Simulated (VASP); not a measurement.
Input of a VASP 6.6.1 run:

INCAR

```
ALGO = Normal ; EDIFF = 1E-6
EDIFFG = -0.02 ; ENCUT = 600
GGA = CA ; IBRION = 2
ISIF = 3 ; ISMEAR = -1
LASPH = True ; LCHARG = False
LREAL = False ; LWAVE = False
NELM = 100 ; NSW = 80
PREC = Accurate ; PSTRESS = 100.0
SIGMA = 0.1
```

The input KPOINTS:

```
k-points
0
Gamma
  5 5 8
```

File POSCAR:

```
TaN
1.0
    5.1910000000      0.0000000000      0.0000000000
   -2.5955000000      4.4955380000      0.0000000000
    0.0000000000      0.0000000000      2.9080000000
Ta N
3 3
Direct
    0.0000000000      0.0000000000      0.0000000000
    0.3333333333      0.6666666667      0.5000000000
    0.6666666667      0.3333333333      0.5000000000
    0.5000000000      0.0000000000      0.0000000000
    0.5000000000      0.5000000000      0.0000000000
    0.0000000000      0.5000000000      0.0000000000
```

Potentials or basis: VASP PAW LDA potentials, release 64 (Ta_pv, N).

Run with:

```bash
$ cat potpaw_LDA.64/Ta_pv/POTCAR potpaw_LDA.64/N/POTCAR > POTCAR
$ mpirun -np 1 vasp_std > vasp.out
```

(1) Predict the band gap on the k mesh.

(2) Estimate the relaxed volume.

(3) What does it give for the relaxed cell?

## Answers

(1) zero (bands 24 and 25 overlap by 2.28 eV).

(2) 10.86 Å³/atom.

(3) a = 5.110 Å, b = 5.110 Å, c = 2.881 Å, α = 90.00°, β = 90.00°, γ = 120.00°.

Caveat: the cell is relaxed towards a set pressure, so the run minimises the enthalpy, not the energy; spin-orbit coupling is left out, which moves the levels of the heavy elements.
